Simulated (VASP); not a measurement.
# Ni5O4 in VASP: a series of runs

Ni5O4 is run at these levels: PBEsol; tasks: single point.

All numbers are computed with VASP 6.6.1; they aren't measurements. Logs are shortened: lines on timing, memory, paths and dates and some standing lists are left out, and cuts for length are marked.

## Step 1: The cell of the first run

The cell holds a slab with vacuum, 9 atoms: a = 2.911 Å, b = 2.911 Å, c = 24.506 Å, α = 90.00°, β = 90.00°, γ = 120.00°.

## Step 2: Single point, PBEsol, collinear spin, ferromagnetic start

Contents of INCAR:

```
PREC     = Accurate       # precision mode
ENCUT    = 520            # plane-wave cutoff, eV
EDIFF    = 1E-6           # SCF threshold, eV
ISMEAR   = 0              # smearing method
SIGMA    = 0.1            # smearing width, eV
LREAL    = F              # projectors in reciprocal space
LASPH    = T              # aspherical terms in the spheres
NELM     = 150            # most SCF steps
ALGO     = Normal         # electronic algorithm
ISIF     = 2              # what is computed and relaxed
LWAVE    = F              # write WAVECAR
LCHARG   = F              # write CHGCAR
ISPIN    = 2              # spin polarisation
MAGMOM   = 1.14 1.14 1.14 1.14 1.14 0.2 0.2 0.2 0.2 # initial moments
LORBIT   = 11             # projections on sites
LMAXMIX  = 4              # l up to which the mixer works
LDIPOL   = T            
IDIPOL   = 3            
DIPOL    = 0.5 0.5 0.500
GGA      = PS             # functional
NBANDS   = 51             # bands
```

Contents of KPOINTS:

```
Automatic mesh
0
Gamma
  12 12 1
```

Contents of POSCAR:

```
Ni5O4
1.0
    2.9105323198      0.0000000000      0.0000000000
   -1.4552661599      2.5205949274      0.0000000000
    0.0000000000      0.0000000000     24.5057587511
Ni O
5 4
Direct
    0.6666666667      0.3333333333      0.3060505115
    0.3333333333      0.6666666667      0.4030252557
    0.0000000000      0.0000000000      0.5000000000
    0.6666666667      0.3333333333      0.5969747443
    0.3333333333      0.6666666667      0.6939494885
    0.0000000000      0.0000000000      0.3545378836
    0.6666666667      0.3333333333      0.4515126279
    0.3333333333      0.6666666667      0.5484873721
    0.0000000000      0.0000000000      0.6454621164
```

Potentials or basis: VASP PAW PBE potentials, release 64 (Ni, O).

The run is started by

```console
$ cat potpaw_PBE.64/Ni/POTCAR potpaw_PBE.64/O/POTCAR > POTCAR
$ mpirun -np 1 vasp_std > vasp.out
```

OUTCAR:

```text
PREC = Accurate
   ENCUT = 520
   EDIFF = 1E-6
   ISMEAR = 0
   LREAL = F
   LASPH = T
   NELM = 150
   ISIF = 2
   ISPIN = 2
   LORBIT = 11
   GGA = PS

 ion  position               nearest neighbor table
   1  0.667  0.333  0.306-   6 2.06   6 2.06   6 2.06   2 2.91   2 2.91   2 2.91
   2  0.333  0.667  0.403-   6 2.06   6 2.06   6 2.06   7 2.06   7 2.06   7 2.06   1 2.91   1 2.91
                             1 2.91   3 2.91   3 2.91   3 2.91
   3  0.000  0.000  0.500-   7 2.06   8 2.06   8 2.06   7 2.06   7 2.06   8 2.06   2 2.91   4 2.91
                             2 2.91   4 2.91   2 2.91   4 2.91
   4  0.667  0.333  0.597-   9 2.06   9 2.06   9 2.06   8 2.06   8 2.06   8 2.06   5 2.91   5 2.91
                             5 2.91   3 2.91   3 2.91   3 2.91
   5  0.333  0.667  0.694-   9 2.06   9 2.06   9 2.06   4 2.91   4 2.91   4 2.91
   6  0.000  0.000  0.355-   2 2.06   1 2.06   2 2.06   1 2.06   2 2.06   1 2.06
   7  0.667  0.333  0.452-   3 2.06   3 2.06   3 2.06   2 2.06   2 2.06   2 2.06
   8  0.333  0.667  0.548-   3 2.06   3 2.06   3 2.06   4 2.06   4 2.06   4 2.06
   9  0.000  0.000  0.645-   4 2.06   5 2.06   4 2.06   5 2.06   4 2.06   5 2.06

  LATTYP: Found a hexagonal cell.
 ALAT       =     2.9105323198
 C/A-ratio  =     8.4196827448

  Lattice vectors:

 A1 = (   2.9105323198,   0.0000000000,   0.0000000000)
 A2 = (  -1.4552661599,   2.5205949274,   0.0000000000)
 A3 = (   0.0000000000,   0.0000000000,  24.5057587511)

Analysis of symmetry for initial positions (statically):
=====================================================================
 Subroutine PRICEL returns:
 Original cell was already a primitive cell.

 Routine SETGRP: Setting up the symmetry group for a
 hexagonal supercell.

 Subroutine GETGRP returns: Found 12 space group operations
 (whereof 12 operations were pure point group operations)
 out of a pool of 24 trial point group operations.

The static configuration has the point symmetry D_3d.

Analysis of symmetry for dynamics (positions and initial velocities):
=====================================================================
 Subroutine PRICEL returns:
 Original cell was already a primitive cell.

 Routine SETGRP: Setting up the symmetry group for a
 hexagonal supercell.

 Subroutine GETGRP returns: Found 12 space group operations
 (whereof 12 operations were pure point group operations)
 out of a pool of 24 trial point group operations.

The dynamic configuration has the point symmetry D_3d.

Analysis of structural, dynamic, and magnetic symmetry:
=====================================================================
 Subroutine PRICEL returns:
 Original cell was already a primitive cell.

 Routine SETGRP: Setting up the symmetry group for a
 hexagonal supercell.

 Subroutine GETGRP returns: Found 12 space group operations
 (whereof 12 operations were pure point group operations)
 out of a pool of 24 trial point group operations.

The overall configuration has the point symmetry D_3d.

 Subroutine INISYM returns: Found 12 space group operations
 (whereof 12 operations are pure point group operations),
 and found     1 'primitive' translations

----------------------------------------------------------------------------------------

                                     Primitive cell

  volume of cell :     179.7809

  direct lattice vectors                    reciprocal lattice vectors
     2.910532320  0.000000000  0.000000000     0.343579761  0.198365868  0.000000000
    -1.455266160  2.520594927  0.000000000     0.000000000  0.396731735  0.000000000
     0.000000000  0.000000000 24.505758751     0.000000000  0.000000000  0.040806735

  length of vectors
     2.910532320  2.910532320 24.505758751     0.396731735  0.396731735  0.040806735

  position of ions in fractional coordinates (direct lattice)
     0.666666667  0.333333333  0.306050511
     0.333333333  0.666666667  0.403025256
     0.000000000  0.000000000  0.500000000
     0.666666667  0.333333333  0.596974744
     0.333333333  0.666666667  0.693949489
     0.000000000  0.000000000  0.354537884
     0.666666667  0.333333333  0.451512628
     0.333333333  0.666666667  0.548487372
     0.000000000  0.000000000  0.645462116

  ion indices of the primitive-cell ions
   primitive index   ion index
                 1           1
                 2           2
                 3           3
                 4           4
                 5           5
                 6           6
                 7           7
                 8           8
                 9           9

[... 29 lines left out ...]
  0.083333 -0.000000  0.000000      6.000000
  0.166667 -0.000000  0.000000      6.000000
  0.250000 -0.000000  0.000000      6.000000
  0.333333 -0.000000  0.000000      6.000000
  0.416667 -0.000000  0.000000      6.000000
[... 11 lines left out ...]
  0.333333  0.250000  0.000000     12.000000
  0.333333  0.333333  0.000000      2.000000
   k-points           NKPTS =     19   k-points in BZ     NKDIM =     19   number of bands    NBANDS=     51
   number of dos      NEDOS =    301   number of ions     NIONS =      9
   total plane-waves  NPLWV = 110592
   dimension x,y,z NGX =    24 NGY =   24 NGZ =  192
   dimension x,y,z NGXF=    48 NGYF=   48 NGZF=  384
   ions per type =               5   4
   NGX,Y,Z   is equivalent  to a cutoff of  13.71, 13.71, 13.03 a.u.
   NGXF,Y,Z  is equivalent  to a cutoff of  27.42, 27.42, 26.05 a.u.
 SYSTEM =  unknown system
   PREC   = accura    normal or accurate (medium, high low for compatibility)
   ISTART =      0    job   : 0-new  1-cont  2-samecut
   ICHARG =      2    charge: 1-file 2-atom 10-const
   ISPIN  =      2    spin polarized calculation?
   LNONCOLLINEAR =      F non collinear calculations
   LSORBIT =      F    spin-orbit coupling
   LASPH  =      T    aspherical Exc in radial PAW
   ENCUT  =  520.0 eV  38.22 Ry    6.18 a.u.   5.41  5.41 45.56*2*pi/ulx,y,z
   NELM   =    150;   NELMIN=  2; NELMDL= -5     # of ELM steps
   EDIFF  = 0.1E-05   stopping-criterion for ELM
   LREAL  =      F    real-space projection
   EDIFFG = 0.1E-04   stopping-criterion for IOM
   NSW    =      0    number of steps for IOM
   IBRION =     -1    ionic relax: 0-MD 1-quasi-New 2-CG
   NFREE  =      0    steps in history (QN), initial steepest desc. (CG)
   ISIF   =      2    stress and relaxation
   ISYM   =      2    0-nonsym 1-usesym 2-fastsym
   POTIM  = 0.5000    time-step for ionic-motion
   TEBEG  =    0.0;   TEEND  =   0.0 temperature during run
   PSTRESS=    0.0 pullay stress
   NELECT =      74.0000    total number of electrons
   NUPDOWN=      -1.0000    fix difference up-down
   EMIN   =  10.00;   EMAX   =-10.00  energy-range for DOS
   EFERMI =   0.00;   METHOD = LEGACY
   ISMEAR =     0;   SIGMA  =   0.10  broadening in eV -4-tet -1-fermi 0-gaus
   EFERMI_NEDOS =   21; number of points for ismear=-14 and -15
   IALGO  =     38    algorithm
   IMIX   =      4    mixing-type and parameters
     AMIX     =   0.40;   BMIX     =  1.00
     AMIX_MAG =   1.60;   BMIX_MAG =  1.00
  volume/ion in A,a.u.               =      19.98       134.80
  Fermi-wavevector in a.u.,A,eV,Ry     =   1.217786  2.301281 20.177466  1.483002
  Thomas-Fermi vector in A             =   2.353094
   LORBIT       =     11    0 simple, 1 ext, 2 COOP (PROOUT), +10 PAW based schemes
   GGA     = PS    functional components
   LHFCALC =     F    Hartree Fock is set to
   AEXX    =    0.0000 exact exchange contribution
   IVDW    =     0    specifies the selected vdW correction
   LEPSILON=     F    determine dielectric tensor
   LRPA    =     F    only Hartree local field effects (RPA)
 spin polarized calculation
 Gauss-broadening in eV      SIGMA  =   0.10
  energy-cutoff  :      520.00
  volume of cell :      179.78
 maximum number of plane-waves:      4939
 NGX is ok and might be reduce to    24
   NGX = 11   NGY = 11   NGZ = 91

 dipolmoment           0.000000      0.000000      0.000000 electrons x Angstroem

 number of electron      73.9999957 magnetization       4.1880833

 dipolmoment           0.000000      0.000000     -0.000000 electrons x Angstroem

 Free energy of the ion-electron system (eV)
  ---------------------------------------------------
  ext. energy  EPLUGINS =         0.00000000
  ---------------------------------------------------
  free energy    TOTEN  =       -52.94980120 eV

  energy without entropy =      -52.90059328  energy(sigma->0) =      -52.92519724

 E-fermi :   1.0089     XC(G=0):  -6.8089

 val. band max:        1.0046097270   @ k =   0.1667   0.0833   0.0000
 cond. band min:       1.0165235840   @ k =   0.3333   0.3333   0.0000
 fundamental gap:      0.0119138570
 Fermi energy:         1.0088814918

 spin component 1

 k-point     1 :       0.0000    0.0000    0.0000
  band No.  band energies     occupation
      1     -19.7263      1.00000
      2     -19.4313      1.00000
      3     -18.9607      1.00000
      4     -18.4892      1.00000
      5      -7.4308      1.00000
      6      -6.5364      1.00000
[... 977 lines left out ...]
     48      10.0798      0.00000
     49      10.0798      0.00000
 Fermi energy:         1.0088814918

 spin component 2

 k-point     1 :       0.0000    0.0000    0.0000
  band No.  band energies     occupation
      1     -19.4847      1.00000
      2     -19.2284      1.00000
      3     -18.7366      1.00000
      4     -18.2120      1.00000
      5      -7.2140      1.00000
      6      -6.3550      1.00000
[... 977 lines left out ...]
     48      10.2865      0.00000
     49      10.2865      0.00000
 [bands above 49 left out]

------------------------ aborting loop because EDIFF is reached ----------------------------------------

 vacuum level on the upper side and lower side of the slab       (xc-potential included)        -0.085        -0.085

  FORCE on cell =-STRESS in cart. coord.  units (eV):
  Direction    XX          YY          ZZ          XY          YZ          ZX
  --------------------------------------------------------------------------------------
  -------------------------------------------------------------------------------------
  Total       -5.0011274     -5.0011274     -2.5275743     -0.0000000     -0.0000000      0.0000000
  in kB      -44.5692027    -44.5692027    -22.5253151     -0.0000000     -0.0000000      0.0000000
  external PRESSURE =     -37.2212402 kB  Pullay stress =       0.0000000 kB

 VOLUME and BASIS-vectors are now :
 -----------------------------------------------------------------------------
  energy-cutoff  :      520.00
  volume of cell :      179.78
      direct lattice vectors                 reciprocal lattice vectors
     2.910532320  0.000000000  0.000000000     0.343579761  0.198365868  0.000000000
    -1.455266160  2.520594927  0.000000000     0.000000000  0.396731735  0.000000000
     0.000000000  0.000000000 24.505758751     0.000000000  0.000000000  0.040806735

 POSITION                                       TOTAL-FORCE (eV/Angst)
 -----------------------------------------------------------------------------------
      1.45527      0.84020      7.50000         0.000000      0.000000      0.742949
     -0.00000      1.68040      9.87644        -0.000000      0.000000     -0.468883
      0.00000      0.00000     12.25288        -0.000000      0.000000     -0.000000
      1.45527      0.84020     14.62932         0.000000     -0.000000      0.468883
     -0.00000      1.68040     17.00576        -0.000000     -0.000000     -0.742949
      0.00000      0.00000      8.68822        -0.000000     -0.000000     -0.355014
      1.45527      0.84020     11.06466         0.000000      0.000000      0.058716
     -0.00000      1.68040     13.44110         0.000000      0.000000     -0.058716
      0.00000      0.00000     15.81754         0.000000      0.000000      0.355014
 -----------------------------------------------------------------------------------
    total drift:                                0.000000      0.000000      0.000000

  FREE ENERGIE OF THE ION-ELECTRON SYSTEM (eV)
  ---------------------------------------------------
  free  energy   TOTEN  =       -52.9498012017 eV

  energy  without entropy=      -52.9005932763  energy(sigma->0) =      -52.92519724

 vacuum level on the upper side and lower side of the slab         6.305         6.305

 total charge

# of ion       s       p       d       tot
------------------------------------------
    1        0.315   0.292   8.366   8.973
    2        0.348   0.434   8.341   9.122
    3        0.350   0.440   8.320   9.111
    4        0.348   0.434   8.341   9.122
    5        0.315   0.292   8.366   8.973
    6        1.564   3.350   0.000   4.915
    7        1.558   3.395   0.000   4.954
    8        1.558   3.395   0.000   4.954
    9        1.564   3.350   0.000   4.915
--------------------------------------------------
tot          7.921  15.385  41.733  65.039

 magnetization (x)

# of ion       s       p       d       tot
------------------------------------------
    1        0.001   0.004   0.333   0.338
    2        0.008   0.010   0.893   0.910
    3        0.009   0.012   1.074   1.095
    4        0.008   0.010   0.893   0.910
    5        0.001   0.004   0.333   0.338
    6        0.016   0.089   0.000   0.105
    7        0.022   0.142   0.000   0.164
    8        0.022   0.142   0.000   0.164
    9        0.016   0.089   0.000   0.105
--------------------------------------------------
tot          0.102   0.503   3.525   4.129
```

Run time: 57 min. Hardware: 1 thread of Intel Xeon Platinum 8259CL at 2.50GHz (Skylake/Cascade Lake), shared host; peak memory 0.54 GiB.

What came out:

* Free energy: -52.9498 eV
* Largest force: 0.743 eV/Å
* Net moment: 4.19 μB per cell
* Site moments: Ni +0.34, +0.91, +1.09 (each value once); O +0.10, +0.16 (each value once) μB
* Valence electrons inside the program's atomic spheres: Ni 8.97, 9.12, 9.11 (each value once); O 4.92, 4.95 (each value once)

Forces in eV/Å, atoms in the order of the input:
```
Ni   0.000  0.000  0.743
Ni   0.000  0.000 -0.469
Ni   0.000  0.000  0.000
Ni   0.000  0.000  0.469
Ni   0.000  0.000 -0.743
O    0.000  0.000 -0.355
O    0.000  0.000  0.059
O    0.000  0.000 -0.059
O    0.000  0.000  0.355
```

Levels at points of the mesh, in eV from the Fermi level:
Spin up:
```tsv
k point	band 36	band 37	band 38	band 39	band 40	band 41	band 42	band 43
(0.00, 0.00, 0.00)	-0.90	-0.80	-0.40	-0.40	0.28	0.28	0.60	0.60
(0.50, 0.00, 0.00)	-0.59	-0.49	-0.45	0.17	0.23	0.54	4.39	4.48
```
Spin down:
```
           k point  band 31  band 32  band 33  band 34  band 35  band 36  band 37  band 38  band 39  band 40
(0.00, 0.00, 0.00)    -0.79    -0.70    -0.70    -0.61    -0.52    -0.44    -0.44     0.37     0.37     1.10
(0.50, 0.00, 0.00)    -0.37    -0.37    -0.32    -0.30    -0.28     0.20     0.32     0.69     1.01     1.47
```

Caveat: the PAW data sets were made with another functional, which shifts forces and pressure a little.

[end of part 1 of 3]
